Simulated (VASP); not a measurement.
A run of VASP 6.6.1:

File INCAR:

```
SYSTEM = Si2W
ALGO = Normal
EDIFF = 1E-6
ENCUT = 520
GGA = PE
ISIF = 2
ISMEAR = 0
LASPH = .True.
LCHARG = .False.
LREAL = .False.
LWAVE = .False.
NBANDS = 31
NELM = 100
PREC = Accurate
SIGMA = 0.1
```

Contents of KPOINTS:

```
k-points
0
Gamma
  6 6 14
  0 0 0
```

POSCAR

```
Si2W
1.0
    6.4389928027      0.0000000000      0.0000000000
    0.0000000000      6.6572146910      0.0000000000
    0.0000000000      0.0000000000      2.7277480061
Si W
4 2
Direct
    0.2299370930      0.7709217109      0.5000000000
    0.7299370930      0.7290782891      0.0000000000
    0.7700629070      0.2290782891      0.5000000000
    0.2700629070      0.2709217109      0.0000000000
    0.5000000000      0.5000000000      0.5000000000
    0.0000000000      0.0000000000      0.0000000000
```

Potentials or basis: VASP PAW PBE potentials, release 64 (Si, W_sv).

Launch:

```bash
$ cat potpaw_PBE.64/Si/POTCAR potpaw_PBE.64/W_sv/POTCAR > POTCAR
$ mpirun -np 1 vasp_std > vasp.out
```

Hardware: 1 thread of Intel(R) Xeon(R) 6975P-C (Granite Rapids), with other jobs on the host.

Task: Estimate the wall time of this run.

Result: Run time: 2.3 min on 1 thread of Intel(R) Xeon(R) 6975P-C (Granite Rapids), with other jobs on the host, peak memory 0.47 GiB. Counts: scf iterations 14, k points 128.
